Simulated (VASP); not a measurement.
Input of a VASP 6.6.1 run:

File INCAR:

```
PREC     = Accurate       # precision mode
ENCUT    = 520            # plane-wave cutoff, eV
EDIFF    = 1E-6           # SCF threshold, eV
ISMEAR   = 0              # smearing method
SIGMA    = 0.1            # smearing width, eV
LREAL    = False          # projectors in reciprocal space
LASPH    = True           # aspherical terms in the spheres
NELM     = 100            # most SCF steps
ALGO     = Normal         # electronic algorithm
ISIF     = 2              # what is computed and relaxed
LWAVE    = False          # write WAVECAR
LCHARG   = True           # write CHGCAR
GGA      = PE             # functional
LELF     = True           # ELF
LVHAR    = True         
NBANDS   = 23             # bands
```

File KPOINTS:

```
regular mesh
0
Gamma
  6 6 4
```

The input POSCAR:

```
GaSnAs
1.0
    4.3640159200      0.0000000000      0.0000000000
   -2.1820079600      3.7793486500      0.0000000000
    0.0000000000      0.0000000000      4.3829408500
Ga Sn As
1 1 1
Direct
    0.3333333300      0.6666666700      0.5000000000
    0.0000000000      0.0000000000      0.0000000000
    0.6666666700      0.3333333300      0.5000000000
```

Potentials or basis: VASP PAW PBE potentials, release 64 (Ga_d, Sn_d, As).

Run with:

```console
$ cat potpaw_PBE.64/Ga_d/POTCAR potpaw_PBE.64/Sn_d/POTCAR potpaw_PBE.64/As/POTCAR > POTCAR
$ mpirun -np 1 vasp_std > vasp.out
```

Problem. Estimate the pressure.

Solution. 1.7 GPa.

Problem. What does it give for the band gap on the k mesh?

Solution. Zero (band 16 reaches 6.17 eV, above the bottom of band 17 at 5.95 eV).

Stress tensor (GPa, compression positive):
```
 3.10  0.00  0.00
 0.00  3.10  0.00
 0.00  0.00 -1.25
```

Caveat: spin-orbit coupling is left out, which moves the levels of the heavy elements.
